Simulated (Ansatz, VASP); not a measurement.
Cu: VASP beside Ansatz

```
CELL_PARAMETERS angstrom
2.27874 0.00000 0.00000
0.00000 2.27874 0.00000
0.00000 0.00000 2.27874
ATOMIC_POSITIONS crystal
Cu 0.00000 0.00000 0.00000
```

Change from the starting cell: volume scaled by 0.85, LAPW.

Alike in both runs: task single point; functional PBE; k mesh 16 × 16 × 16; occupations fermi-dirac, width 0.05 eV; no spin polarisation.

|  | VASP | Ansatz |
| --- | --- | --- |
| version | VASP 6.6.1 | Ansatz 0.2.0 |
| potentials or method | VASP PAW PBE potentials, release 64 (Cu), cutoff 520 eV | all-electron LAPW, scalar-relativistic |

|  | VASP | Ansatz | Ansatz less VASP |
| --- | --- | --- | --- |
| pressure (GPa) | 25.6 | 25.2 | -0.40 |

Ansatz ran all-electron here, and VASP with PAW potentials.
